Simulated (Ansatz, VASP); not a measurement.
One calculation of NaH, two programs

The input INCAR:

```
SYSTEM = NaH
PREC = Accurate ; ENCUT = 520
EDIFF = 1E-6 ; ISMEAR = -1
SIGMA = 0.02 ; LREAL = .False.
LASPH = .True. ; NELM = 60
ALGO = Normal ; ISIF = 2
LWAVE = .False. ; LCHARG = .False.
GGA = PE ; NBANDS = 11
```

File KPOINTS:

```
regular mesh
0
Gamma
  10 10 10
  0 0 0
```

The input POSCAR:

```
NaH
1.0
    0.0000000000      2.3975126521      2.3975126521
    2.3975126521      0.0000000000      2.3975126521
    2.3975126521      2.3975126521      0.0000000000
Na H
1 1
Direct
    0.0000000000      0.0000000000      0.0000000000
    0.5000000000      0.5000000000      0.5000000000
```

Input for Ansatz:

```yaml
crystal:
  lattice:
    - [0.0, 2.3975126521, 2.3975126521]
    - [2.3975126521, 0.0, 2.3975126521]
    - [2.3975126521, 2.3975126521, 0.0]
  atoms:
    - { symbol: Na, position: [0.0, 0.0, 0.0] }
    - { symbol: H, position: [0.5, 0.5, 0.5] }
kpoints:
  mp_grid: { grid: [10, 10, 10] }
  band_path:
    path:
      - [[0.0, 0.0, 0.0], [0.5, 4.236344494187e-17, 0.5], [0.625, 0.25, 0.625]]
      - [[0.375, 0.375, 0.75], [0.0, 0.0, 0.0], [0.5, 0.5, 0.5], [0.5, 0.25, 0.75], [0.5, 4.236344494187e-17, 0.5]]
    npoints: 10
hamiltonian:
  xc: pbe
scf:
  occupations: { method: fermi_dirac, width: 0.02 }
  n_extra_bands: 4
output:
  forces: true
  stress: true
  eigenvalues: true
```

Alike in both runs: task single point; functional PBE; k mesh 10 × 10 × 10; occupations fermi-dirac, width 0.02 eV; no spin polarisation.

```csv
,VASP,Ansatz
version,VASP 6.6.1,Ansatz 0.2.0
potentials or method,"VASP PAW PBE potentials, release 64 (Na_pv, H)","plane waves, PAW"
plane-wave cutoff (eV),520,420
valence electrons in the cell,8,10
```

Ansatz gave:

- gap on the k mesh at the Fermi level (eV): 3.82
- pressure (GPa): 0.6

**Question.** Which values does VASP return?

**Answer.** gap on the k mesh at the Fermi level (eV): 3.82; pressure (GPa): 0.5.

With one functional, cell and mesh, what is left measures potentials, basis and numerics. VASP's potentials hold 8 valence electrons a cell and Ansatz's 10, so a difference there can come from the potentials and not from the codes.
